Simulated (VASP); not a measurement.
# CsPbCl3 (Pm-3m) in VASP: a series of runs

Runs on CsPbCl3. Level: PBE. Tasks: single point.

Everything below comes from runs of VASP 6.6.1. Logs are shortened: lines on timing, memory, paths and dates and some standing lists are left out, and cuts for length are marked.

## 1. The cell of the first run

It takes space group Pm-3m (No. 221, cubic). The conventional cell has a = 5.605 Å, b = 5.605 Å, c = 5.605 Å, α = 90.00°, β = 90.00°, γ = 90.00°. Cs (site symmetry m-3m) has 12 Cl at 3.96 Å and 8 Pb at 4.85 Å within 5.2 Å. Within 3.7 Å of Pb (site symmetry m-3m) lie 6 Cl at 2.80 Å. Cl (site symmetry 4/mmm) has 2 Pb at 2.80 Å within 3.7 Å.

## 2. Single point, PBE

File INCAR:

```
SYSTEM = CsPbCl3
PREC = Accurate ; ENCUT = 520
EDIFF = 1E-6 ; ISMEAR = 0
SIGMA = 0.05 ; LREAL = .False.
LASPH = .True. ; NELM = 60
ALGO = Normal ; ISIF = 2
LWAVE = .False. ; LCHARG = .True.
GGA = PE ; LELF = .True.
LVHAR = .True. ; NBANDS = 30
```

File KPOINTS:

```
Automatic mesh
0
Gamma
  6 6 6
  0 0 0
```

File POSCAR:

```
CsPbCl3
1.0
    5.6050019085      0.0000000000      0.0000000000
    0.0000000000      5.6050019085      0.0000000000
    0.0000000000      0.0000000000      5.6050019085
Cs Pb Cl
1 1 3
Direct
    0.0000000000      0.0000000000      0.0000000000
    0.5000000000      0.5000000000      0.5000000000
    0.0000000000      0.5000000000      0.5000000000
    0.5000000000      0.5000000000      0.0000000000
    0.5000000000      0.0000000000      0.5000000000
```

Potentials or basis: VASP PAW PBE potentials, release 64 (Cs_sv, Pb_d, Cl).

Run with:

```console
$ cat potpaw_PBE.64/Cs_sv/POTCAR potpaw_PBE.64/Pb_d/POTCAR potpaw_PBE.64/Cl/POTCAR > POTCAR
$ mpirun -np 1 vasp_std > vasp.out
```

OUTCAR:

```text
SYSTEM = CsPbCl3
   PREC = Accurate
   ENCUT = 520
   EDIFF = 1E-6
   ISMEAR = 0
   LREAL = .False.
   LASPH = .True.
   NELM = 60
   ISIF = 2
   GGA = PE

 ion  position               nearest neighbor table
   1  0.000  0.000  0.000-
   2  0.500  0.500  0.500-   3 2.80   4 2.80   5 2.80   4 2.80   5 2.80   3 2.80
   3  0.000  0.500  0.500-   2 2.80   2 2.80
   4  0.500  0.500  0.000-   2 2.80   2 2.80
   5  0.500  0.000  0.500-   2 2.80   2 2.80

  LATTYP: Found a simple cubic cell.
 ALAT       =     5.6050019085

  Lattice vectors:

 A1 = (   5.6050019085,   0.0000000000,   0.0000000000)
 A2 = (   0.0000000000,   5.6050019085,   0.0000000000)
 A3 = (   0.0000000000,   0.0000000000,   5.6050019085)

Analysis of symmetry for initial positions (statically):
=====================================================================
 Subroutine PRICEL returns:
 Original cell was already a primitive cell.

 Routine SETGRP: Setting up the symmetry group for a
 simple cubic supercell.

 Subroutine GETGRP returns: Found 48 space group operations
 (whereof 48 operations were pure point group operations)
 out of a pool of 48 trial point group operations.

The static configuration has the point symmetry O_h .

Analysis of symmetry for dynamics (positions and initial velocities):
=====================================================================
 Subroutine PRICEL returns:
 Original cell was already a primitive cell.

 Routine SETGRP: Setting up the symmetry group for a
 simple cubic supercell.

 Subroutine GETGRP returns: Found 48 space group operations
 (whereof 48 operations were pure point group operations)
 out of a pool of 48 trial point group operations.

The dynamic configuration has the point symmetry O_h .

 Subroutine INISYM returns: Found 48 space group operations
 (whereof 48 operations are pure point group operations),
 and found     1 'primitive' translations

----------------------------------------------------------------------------------------

                                     Primitive cell

  volume of cell :     176.0870

  direct lattice vectors                    reciprocal lattice vectors
     5.605001909  0.000000000  0.000000000     0.178412071  0.000000000  0.000000000
     0.000000000  5.605001909  0.000000000     0.000000000  0.178412071  0.000000000
[... 86 lines left out ...]
   EDIFF  = 0.1E-05   stopping-criterion for ELM
   LREAL  =      F    real-space projection
   EDIFFG = 0.1E-04   stopping-criterion for IOM
   NSW    =      0    number of steps for IOM
   IBRION =     -1    ionic relax: 0-MD 1-quasi-New 2-CG
   NFREE  =      0    steps in history (QN), initial steepest desc. (CG)
   ISIF   =      2    stress and relaxation
   ISYM   =      2    0-nonsym 1-usesym 2-fastsym
   POTIM  = 0.5000    time-step for ionic-motion
   TEBEG  =    0.0;   TEEND  =   0.0 temperature during run
   PSTRESS=    0.0 pullay stress
   NELECT =      44.0000    total number of electrons
   NUPDOWN=      -1.0000    fix difference up-down
   EMIN   =  10.00;   EMAX   =-10.00  energy-range for DOS
   EFERMI =   0.00;   METHOD = LEGACY
   ISMEAR =     0;   SIGMA  =   0.05  broadening in eV -4-tet -1-fermi 0-gaus
   EFERMI_NEDOS =   21; number of points for ismear=-14 and -15
   IALGO  =     38    algorithm
   IMIX   =      4    mixing-type and parameters
     AMIX     =   0.40;   BMIX     =  1.00
     AMIX_MAG =   1.60;   BMIX_MAG =  1.00
  volume/ion in A,a.u.               =      35.22       237.66
  Fermi-wavevector in a.u.,A,eV,Ry     =   1.031138  1.948568 14.466323  1.063245
  Thomas-Fermi vector in A             =   2.165271
   LORBIT       =      0    0 simple, 1 ext, 2 COOP (PROOUT), +10 PAW based schemes
   GGA     = PE    functional components
   LHFCALC =     F    Hartree Fock is set to
   AEXX    =    0.0000 exact exchange contribution
   IVDW    =     0    specifies the selected vdW correction
   LEPSILON=     F    determine dielectric tensor
   LRPA    =     F    only Hartree local field effects (RPA)
 non-spin polarized calculation
 Gauss-broadening in eV      SIGMA  =   0.05
  energy-cutoff  :      520.00
  volume of cell :      176.09
 maximum number of plane-waves:      4780
 NGX is ok and might be reduce to    42
   NGX = 21   NGY = 21   NGZ = 21

 number of electron      44.0000004 magnetization

 Free energy of the ion-electron system (eV)
  ---------------------------------------------------
  ext. energy  EPLUGINS =         0.00000000
  ---------------------------------------------------
  free energy    TOTEN  =       -17.49994081 eV

  energy without entropy =      -17.49994081  energy(sigma->0) =      -17.49994081

 E-fermi :   2.0615     XC(G=0):  -7.8208

 val. band max:        1.8072790440   @ k =   0.5000   0.5000   0.5000
 cond. band min:       3.7476808106   @ k =   0.5000   0.5000   0.5000
 fundamental gap:      1.9404017666
 Fermi energy:         2.0615309757

 k-point     1 :       0.0000    0.0000    0.0000
  band No.  band energies     occupation
      1     -19.5672      2.00000
      2     -15.0113      2.00000
      3     -15.0113      2.00000
      4     -14.7646      2.00000
      5     -14.7646      2.00000
      6     -14.7646      2.00000
[... 649 lines left out ...]
     29       7.3651      0.00000
     30       8.5611      0.00000

------------------------ aborting loop because EDIFF is reached ----------------------------------------

  FORCE on cell =-STRESS in cart. coord.  units (eV):
  Direction    XX          YY          ZZ          XY          YZ          ZX
  --------------------------------------------------------------------------------------
  -------------------------------------------------------------------------------------
  Total        1.8950417      1.8950417      1.8950417      0.0000000     -0.0000000     -0.0000000
  in kB       17.2425725     17.2425725     17.2425725      0.0000000     -0.0000000     -0.0000000
  external PRESSURE =      17.2425725 kB  Pullay stress =       0.0000000 kB

 VOLUME and BASIS-vectors are now :
 -----------------------------------------------------------------------------
  energy-cutoff  :      520.00
  volume of cell :      176.09
      direct lattice vectors                 reciprocal lattice vectors
     5.605001909  0.000000000  0.000000000     0.178412071  0.000000000  0.000000000
     0.000000000  5.605001909  0.000000000     0.000000000  0.178412071  0.000000000
     0.000000000  0.000000000  5.605001909     0.000000000  0.000000000  0.178412071

 POSITION                                       TOTAL-FORCE (eV/Angst)
 -----------------------------------------------------------------------------------
      0.00000      0.00000      0.00000         0.000000      0.000000      0.000000
      2.80250      2.80250      2.80250         0.000000      0.000000      0.000000
      0.00000      2.80250      2.80250         0.000000      0.000000      0.000000
      2.80250      2.80250      0.00000         0.000000      0.000000      0.000000
      2.80250      0.00000      2.80250         0.000000      0.000000      0.000000
 -----------------------------------------------------------------------------------
    total drift:                                0.000000     -0.000000     -0.000000

  FREE ENERGIE OF THE ION-ELECTRON SYSTEM (eV)
  ---------------------------------------------------
  free  energy   TOTEN  =       -17.4999408113 eV

  energy  without entropy=      -17.4999408113  energy(sigma->0) =      -17.49994081
```

OSZICAR:

```text
N       E                     dE             d eps       ncg     rms          rms(c)
DAV:   1     0.410378109514E+03    0.41038E+03   -0.19307E+04  1200   0.135E+03
DAV:   2     0.319404045887E+02   -0.37844E+03   -0.36127E+03  1392   0.318E+02
DAV:   3    -0.165941462673E+02   -0.48535E+02   -0.47796E+02  1540   0.121E+02
DAV:   4    -0.182865152257E+02   -0.16924E+01   -0.16871E+01  1554   0.283E+01
DAV:   5    -0.183439866136E+02   -0.57471E-01   -0.57454E-01  1530   0.470E+00    0.542E+00
DAV:   6    -0.175237876740E+02    0.82020E+00   -0.14626E+00  1742   0.125E+01    0.351E+00
DAV:   7    -0.174867930428E+02    0.36995E-01   -0.59851E-01  1808   0.449E+00    0.191E+00
DAV:   8    -0.175015908519E+02   -0.14798E-01   -0.79137E-02  1744   0.228E+00    0.276E-01
DAV:   9    -0.174993583413E+02    0.22325E-02   -0.17708E-02  1852   0.109E+00    0.131E-01
DAV:  10    -0.174998711367E+02   -0.51280E-03   -0.18896E-03  1450   0.256E-01    0.532E-02
DAV:  11    -0.174999387543E+02   -0.67618E-04   -0.17796E-04  1640   0.107E-01    0.120E-02
DAV:  12    -0.174999407848E+02   -0.20305E-05   -0.25981E-05  1644   0.601E-02    0.411E-03
DAV:  13    -0.174999408113E+02   -0.26507E-07   -0.24479E-06  1452   0.126E-02
   1 F= -.17499941E+02 E0= -.17499941E+02  d E =-.769344E-15
```

Run time: 1.9 min. Hardware: 1 thread of Intel Xeon 8259CL, shared host; peak memory 0.31 GiB.

What came out:

```yaml
Free_energy: -17.4999 eV
Pressure: 1.7 GPa
Band_gap_on_the_k_mesh: 1.94 eV
```

Caveat: spin-orbit coupling is left out, which moves the levels of the heavy elements. A k mesh can miss the band edges.

## 3. Single point, PBE, non-collinear spin, zero start, spin-orbit coupling (33.81 Å³/atom)

This run uses another cell than the first one, of 33.81 Å³/atom.

File INCAR:

```
SYSTEM = CsPbCl3
PREC = Accurate ; ENCUT = 520
EDIFF = 1E-6 ; ISMEAR = 0
SIGMA = 0.05 ; LREAL = .False.
LASPH = .True. ; NELM = 150
ALGO = Normal ; ISIF = 2
LWAVE = .False. ; LCHARG = .False.
MAGMOM = 0 0 0 0 0 0 0 0 0 0 0 0 0 0 0 ; LORBIT = 11
LSORBIT = .True. ; GGA_COMPAT = .False.
LORBMOM = .True. ; GGA = PE
NBANDS = 59
```

File KPOINTS:

```
Automatic mesh
0
Gamma
  4 4 4
  0 0 0
```

POSCAR: that of step 2 with these lines changed.

```diff
@@ -2,5 +2,5 @@
 1.0
-    5.6050019085      0.0000000000      0.0000000000
-    0.0000000000      5.6050019085      0.0000000000
-    0.0000000000      0.0000000000      5.6050019085
+    5.5292493534      0.0000000000      0.0000000000
+    0.0000000000      5.5292493534      0.0000000000
+    0.0000000000      0.0000000000      5.5292493534
 Cs Pb Cl
```

Potentials or basis: VASP PAW PBE potentials, release 64 (Cs_sv, Pb_d, Cl).

Run with:

```console
$ cat potpaw_PBE.64/Cs_sv/POTCAR potpaw_PBE.64/Pb_d/POTCAR potpaw_PBE.64/Cl/POTCAR > POTCAR
$ mpirun -np 1 vasp_ncl > vasp.out
```

Wall time 5.8 min (1 thread of Intel Xeon 8259CL, shared host); peak memory 0.62 GiB.

It converged, with:

| Item | Value |
| --- | --- |
| Free energy | -17.8725 eV |
| Pressure | 3.1 GPa |
| Net moment | 0.00 μB per cell |
| Valence electrons inside the program's atomic spheres | Cs 6.56; Pb 11.87; Cl 5.14 |

Moments on the atoms (μB; x, y, z):
```
Cs  0.00 0.00 0.00
Pb  0.00 0.00 0.00
Cl  0.00 0.00 0.00
Cl  0.00 0.00 0.00
Cl  0.00 0.00 0.00
```

Caveat: the cell stands under pressure.

(Continued in part 2 of 2.)
